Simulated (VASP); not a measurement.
# Cu (I4/mmm) in VASP: notebook

Runs on Cu. Level: PBE. Tasks: single point.

Everything below comes from runs of VASP 6.6.1. Logs are shortened: lines on timing, memory, paths and dates and some standing lists are left out, and cuts for length are marked.

**1. The cell of the first run**

It takes space group I4/mmm (No. 139, tetragonal). Conventional cell: a = 2.981 Å, b = 2.981 Å, c = 2.707 Å, α = 90.00°, β = 90.00°, γ = 90.00°. Cu (site symmetry 4/mmm) has 14 Cu at 2.50 to 2.98 Å within 3.3 Å.

**2. Single point, PBE (biaxial strain in the a-b plane: +1.0 %, then relaxed in part)**

INCAR reads:

```
PREC = Accurate
ENCUT = 520
EDIFF = 1E-7
ISMEAR = 0
SIGMA = 0.1
LREAL = F
LASPH = T
NELM = 80
ALGO = Fast
ISIF = 2
LWAVE = F
LCHARG = T
GGA = PE
LELF = T
LVHAR = T
NBANDS = 18
```

KPOINTS reads:

```
Automatic mesh
0
Gamma
  14 14 16
```

POSCAR reads:

```
Cu
1.0
    2.9805724638      0.0000000000      0.0000000000
    0.0000000000      2.9805724638      0.0000000000
    0.0000000000      0.0000000000      2.7069198796
Cu
2
Direct
    0.0000000000      0.0000000000      0.0000000000
    0.5000000000      0.5000000000      0.5000000000
```

Potentials or basis: VASP PAW PBE potentials, release 64 (Cu).

On the command line:

```
$ cat potpaw_PBE.64/Cu/POTCAR > POTCAR
$ mpirun -np 1 vasp_std > vasp.out
```

OUTCAR:

```text
PREC = Accurate
   ENCUT = 520
   EDIFF = 1E-7
   ISMEAR = 0
   LREAL = F
   LASPH = T
   NELM = 80
   ISIF = 2
   GGA = PE

 ion  position               nearest neighbor table
   1  0.000  0.000  0.000-   2 2.50   2 2.50   2 2.50   2 2.50   2 2.50   2 2.50   2 2.50   2 2.50

   2  0.500  0.500  0.500-   1 2.50   1 2.50   1 2.50   1 2.50   1 2.50   1 2.50   1 2.50   1 2.50

  LATTYP: Found a simple tetragonal cell.
 ALAT       =     2.9805724638
 C/A-ratio  =     0.9081879110

  Lattice vectors:

 A1 = (   2.9805724638,   0.0000000000,   0.0000000000)
 A2 = (   0.0000000000,   2.9805724638,   0.0000000000)
 A3 = (   0.0000000000,   0.0000000000,   2.7069198796)

Analysis of symmetry for initial positions (statically):
=====================================================================
 Subroutine PRICEL returns following result:

  LATTYP: Found a body centered tetragonal cell.
 ALAT       =     2.9805724638
 C/A-ratio  =     0.9081879110

  Lattice vectors:

 A1 = (  -1.4902862319,  -1.4902862319,  -1.3534599398)
 A2 = (   1.4902862319,   1.4902862319,  -1.3534599398)
 A3 = (   1.4902862319,  -1.4902862319,   1.3534599398)

   2 primitive cells build up your supercell.

 Routine SETGRP: Setting up the symmetry group for a
 simple tetragonal supercell.

 Subroutine GETGRP returns: Found 16 space group operations
 (whereof 16 operations were pure point group operations)
 out of a pool of 16 trial point group operations.

The static configuration has the point symmetry D_4h.

Analysis of symmetry for dynamics (positions and initial velocities):
=====================================================================
 Subroutine PRICEL returns following result:

  LATTYP: Found a body centered tetragonal cell.
 ALAT       =     2.9805724638
 C/A-ratio  =     0.9081879110

  Lattice vectors:

 A1 = (  -1.4902862319,  -1.4902862319,  -1.3534599398)
 A2 = (   1.4902862319,   1.4902862319,  -1.3534599398)
 A3 = (   1.4902862319,  -1.4902862319,   1.3534599398)

   2 primitive cells build up your supercell.

 Routine SETGRP: Setting up the symmetry group for a
 simple tetragonal supercell.

 Subroutine GETGRP returns: Found 16 space group operations
 (whereof 16 operations were pure point group operations)
 out of a pool of 16 trial point group operations.

The dynamic configuration has the point symmetry D_4h.

 Subroutine INISYM returns: Found 16 space group operations
 (whereof 16 operations are pure point group operations),
 and found     2 'primitive' translations

----------------------------------------------------------------------------------------

                                     Primitive cell

  volume of cell :      12.0239

  direct lattice vectors                    reciprocal lattice vectors
    -1.490286232 -1.490286232 -1.353459940    -0.000000000 -0.335506018 -0.369423568
     1.490286232  1.490286232 -1.353459940     0.335506018  0.000000000 -0.369423568
     1.490286232 -1.490286232  1.353459940     0.335506018 -0.335506018  0.000000000

  length of vectors
     2.504747475  2.504747475  2.504747475     0.499037134  0.499037134  0.474477162

  position of ions in fractional coordinates (direct lattice)
     0.000000000  0.000000000  0.000000000

  ion indices of the primitive-cell ions
   primitive index   ion index
                 1           1

----------------------------------------------------------------------------------------

 KPOINTS: Automatic mesh

Automatic generation of k-mesh.
 Grid dimensions read from file:
 generate k-points for:   14   14   16

 Generating k-lattice:

  Cartesian coordinates                     Fractional coordinates (reciprocal lattice)
     0.023964716  0.000000000  0.000000000     0.071428571  0.000000000  0.000000000
     0.000000000  0.023964716  0.000000000     0.000000000  0.071428571  0.000000000
     0.000000000  0.000000000  0.023088973     0.000000000  0.000000000  0.062500000

  Length of vectors
     0.023964716  0.023964716  0.023088973

  Shift w.r.t. Gamma in fractional coordinates (k-lattice)
     0.000000000  0.000000000  0.000000000

 Subroutine IBZKPT returns following result:
 ===========================================

 Found    324 irreducible k-points:

 Following reciprocal coordinates:
            Coordinates               Weight
  0.000000  0.000000  0.000000      1.000000
  0.071429  0.000000  0.000000      4.000000
  0.142857  0.000000  0.000000      4.000000
  0.214286  0.000000  0.000000      4.000000
  0.285714  0.000000  0.000000      4.000000
  0.357143  0.000000  0.000000      4.000000
[... 16 lines left out ...]
  0.285714  0.214286  0.000000      8.000000
  0.357143  0.214286  0.000000      8.000000
 [... further k-points ...]
   k-points           NKPTS =    324   k-points in BZ     NKDIM =    324   number of bands    NBANDS=     18
   number of dos      NEDOS =    301   number of ions     NIONS =      2
   total plane-waves  NPLWV =  11520
   dimension x,y,z NGX =    24 NGY =   24 NGZ =   20
   dimension x,y,z NGXF=    48 NGYF=   48 NGZF=   40
   ions per type =               2
   NGX,Y,Z   is equivalent  to a cutoff of  13.39, 13.39, 12.28 a.u.
   NGXF,Y,Z  is equivalent  to a cutoff of  26.77, 26.77, 24.57 a.u.
 SYSTEM =  unknown system
   PREC   = accura    normal or accurate (medium, high low for compatibility)
   ISTART =      0    job   : 0-new  1-cont  2-samecut
   ICHARG =      2    charge: 1-file 2-atom 10-const
   ISPIN  =      1    spin polarized calculation?
   LNONCOLLINEAR =      F non collinear calculations
   LSORBIT =      F    spin-orbit coupling
   LASPH  =      T    aspherical Exc in radial PAW
   ENCUT  =  520.0 eV  38.22 Ry    6.18 a.u.   5.54  5.54  5.03*2*pi/ulx,y,z
   NELM   =     80;   NELMIN=  2; NELMDL= -5     # of ELM steps
   EDIFF  = 0.1E-06   stopping-criterion for ELM
   LREAL  =      F    real-space projection
   EDIFFG = 0.1E-05   stopping-criterion for IOM
   NSW    =      0    number of steps for IOM
   IBRION =     -1    ionic relax: 0-MD 1-quasi-New 2-CG
   NFREE  =      0    steps in history (QN), initial steepest desc. (CG)
   ISIF   =      2    stress and relaxation
   ISYM   =      2    0-nonsym 1-usesym 2-fastsym
   POTIM  = 0.5000    time-step for ionic-motion
   TEBEG  =    0.0;   TEEND  =   0.0 temperature during run
   PSTRESS=    0.0 pullay stress
   NELECT =      22.0000    total number of electrons
   NUPDOWN=      -1.0000    fix difference up-down
   EMIN   =  10.00;   EMAX   =-10.00  energy-range for DOS
   EFERMI =   0.00;   METHOD = LEGACY
   ISMEAR =     0;   SIGMA  =   0.10  broadening in eV -4-tet -1-fermi 0-gaus
   EFERMI_NEDOS =   21; number of points for ismear=-14 and -15
   IALGO  =     68    algorithm
   IMIX   =      4    mixing-type and parameters
     AMIX     =   0.40;   BMIX     =  1.00
     AMIX_MAG =   1.60;   BMIX_MAG =  1.00
  volume/ion in A,a.u.               =      12.02        81.14
  Fermi-wavevector in a.u.,A,eV,Ry     =   1.589245  3.003237 34.364222  2.525699
  Thomas-Fermi vector in A             =   2.688124
   LORBIT       =      0    0 simple, 1 ext, 2 COOP (PROOUT), +10 PAW based schemes
   GGA     = PE    functional components
   LHFCALC =     F    Hartree Fock is set to
   AEXX    =    0.0000 exact exchange contribution
   IVDW    =     0    specifies the selected vdW correction
   LEPSILON=     F    determine dielectric tensor
   LRPA    =     F    only Hartree local field effects (RPA)
 non-spin polarized calculation
 RMM-DIIS sequential band-by-band and
 Gauss-broadening in eV      SIGMA  =   0.10
  energy-cutoff  :      520.00
  volume of cell :       24.05
 maximum number of plane-waves:       670
 NGX is ok and might be reduce to    24
   NGX = 11   NGY = 11   NGZ = 11

 number of electron      22.0000007 magnetization

 Free energy of the ion-electron system (eV)
  ---------------------------------------------------
  ext. energy  EPLUGINS =         0.00000000
  ---------------------------------------------------
  free energy    TOTEN  =        -7.38717462 eV

  energy without entropy =       -7.38384264  energy(sigma->0) =       -7.38550863

 E-fermi :   7.3936     XC(G=0): -12.6221

 val. band max:        7.3885365986   @ k =   0.4286   0.0714   0.5000
 cond. band min:       7.3970813968   @ k =   0.4286   0.0714   0.2500
 fundamental gap:      0.0085447982
 Fermi energy:         7.3936052033

 k-point     1 :       0.0000    0.0000    0.0000
  band No.  band energies     occupation
      1      -1.8447      2.00000
      2       2.7972      2.00000
      3       2.8661      2.00000
      4       4.0912      2.00000
      5       4.4693      2.00000
      6       4.4693      2.00000
[... 10 lines left out ...]
     17      24.3386      0.00000
     18      30.9904      0.00000

 k-point     2 :       0.0714    0.0000    0.0000
  band No.  band energies     occupation
      1      -1.7536      2.00000
      2       2.8233      2.00000
      3       2.8907      2.00000
      4       4.0956      2.00000
      5       4.4727      2.00000
      6       4.4860      2.00000
[... 10 lines left out ...]
     17      24.4308      0.00000
     18      30.2270      0.00000

 k-point     3 :       0.1429    0.0000    0.0000
  band No.  band energies     occupation
      1      -1.4825      2.00000
      2       2.8887      2.00000
      3       2.9687      2.00000
      4       4.1104      2.00000
      5       4.4844      2.00000
      6       4.5352      2.00000
[... 10 lines left out ...]
     17      24.8768      0.00000
     18      28.6729      0.00000

 k-point     4 :       0.2143    0.0000    0.0000
  band No.  band energies     occupation
      1      -1.0381      2.00000
      2       2.9574      2.00000
      3       3.1067      2.00000
      4       4.1398      2.00000
      5       4.5079      2.00000
      6       4.6145      2.00000
[... 375 lines left out ...]
      4       4.1188      2.00000
      5       4.2644      2.00000
      6       4.8888      2.00000
[... 10 lines left out ...]
     17      25.6299      0.00000
     18      27.7077      0.00000

 k-point    23 :       0.2857    0.2143    0.0000
  band No.  band energies     occupation
      1       0.2755      2.00000
      2       3.0979      2.00000
      3       3.4898      2.00000
      4       4.1366      2.00000
      5       4.2238      2.00000
      6       4.7911      2.00000
[... 10 lines left out ...]
     17      26.6898      0.00000
     18      28.7588      0.00000

 k-point    24 :       0.3571    0.2143    0.0000
  band No.  band energies     occupation
      1       0.9300      2.00000
      2       2.9699      2.00000
      3       3.7007      2.00000
      4       4.1679      2.00000
      5       4.2191      2.00000
      6       4.6054      2.00000
[... 10 lines left out ...]
     17      27.5929      0.00000
     18      27.7289      0.00000

 [... further k-points ...]

------------------------ aborting loop because EDIFF is reached ----------------------------------------

  FORCE on cell =-STRESS in cart. coord.  units (eV):
  Direction    XX          YY          ZZ          XY          YZ          ZX
  --------------------------------------------------------------------------------------
  -------------------------------------------------------------------------------------
  Total        0.0541843      0.0541843      0.0887189      0.0000000     -0.0000000     -0.0000000
  in kB        3.6100153      3.6100153      5.9108806      0.0000000     -0.0000000     -0.0000000
  external PRESSURE =       4.3769704 kB  Pullay stress =       0.0000000 kB

 VOLUME and BASIS-vectors are now :
 -----------------------------------------------------------------------------
  energy-cutoff  :      520.00
  volume of cell :       24.05
      direct lattice vectors                 reciprocal lattice vectors
     2.980572464  0.000000000  0.000000000     0.335506018  0.000000000  0.000000000
     0.000000000  2.980572464  0.000000000     0.000000000  0.335506018  0.000000000
     0.000000000  0.000000000  2.706919880     0.000000000  0.000000000  0.369423568

 POSITION                                       TOTAL-FORCE (eV/Angst)
 -----------------------------------------------------------------------------------
      0.00000      0.00000      0.00000        -0.000000     -0.000000     -0.000000
      1.49029      1.49029      1.35346         0.000000      0.000000      0.000000
 -----------------------------------------------------------------------------------
    total drift:                                0.000000      0.000000     -0.000000

  FREE ENERGIE OF THE ION-ELECTRON SYSTEM (eV)
  ---------------------------------------------------
  free  energy   TOTEN  =        -7.3871746152 eV

  energy  without entropy=       -7.3838426440  energy(sigma->0) =       -7.38550863
```

Wall time 84 s (1 thread of Intel Xeon Platinum 8259CL at 2.50GHz (Skylake/Cascade Lake), shared host); peak memory 0.22 GiB.

What came out:

```yaml
Free_energy: -7.3872 eV
Pressure: 0.4 GPa
Band_gap_on_the_k_mesh: zero (band 11 reaches 13.38 eV, above the bottom of band 12 at 5.84 eV)
```

Levels at points of the mesh, in eV from the Fermi level:
| k point | band 7 | band 8 | band 9 | band 10 | band 11 | band 12 | band 13 | band 14 | band 15 | band 16 |
| --- | --- | --- | --- | --- | --- | --- | --- | --- | --- | --- |
| (0.00, 0.00, 0.00) | -2.34 | -1.93 | -1.58 | -1.58 | -1.48 | 6.95 | 6.95 | 10.63 | 12.52 | 13.11 |
| (0.50, 0.00, 0.00) | -2.57 | -2.57 | -2.25 | -2.25 | -1.55 | -1.55 | 12.97 | 12.97 | 15.22 | 15.22 |
| (0.50, 0.50, 0.00) | -2.09 | -2.09 | -1.43 | -1.43 | -1.02 | -1.02 | 3.57 | 3.57 | 19.11 | 19.11 |
| (0.00, 0.00, 0.50) | -2.93 | -2.93 | -2.37 | -2.37 | -0.81 | -0.81 | 14.01 | 14.01 | 14.01 | 14.01 |
| (0.50, 0.00, 0.50) | -1.80 | -1.80 | -1.39 | -1.39 | -0.29 | -0.29 | 4.62 | 4.62 | 16.48 | 16.48 |
| (0.50, 0.50, 0.50) | -2.05 | -2.05 | -1.88 | -1.88 | 5.99 | 5.99 | 6.65 | 6.65 | 6.65 | 6.65 |

Caveat: the cell differs from its parent crystal (biaxial strain in the a-b plane: +1.0 %, then relaxed in part).

[end of part 1 of 2]
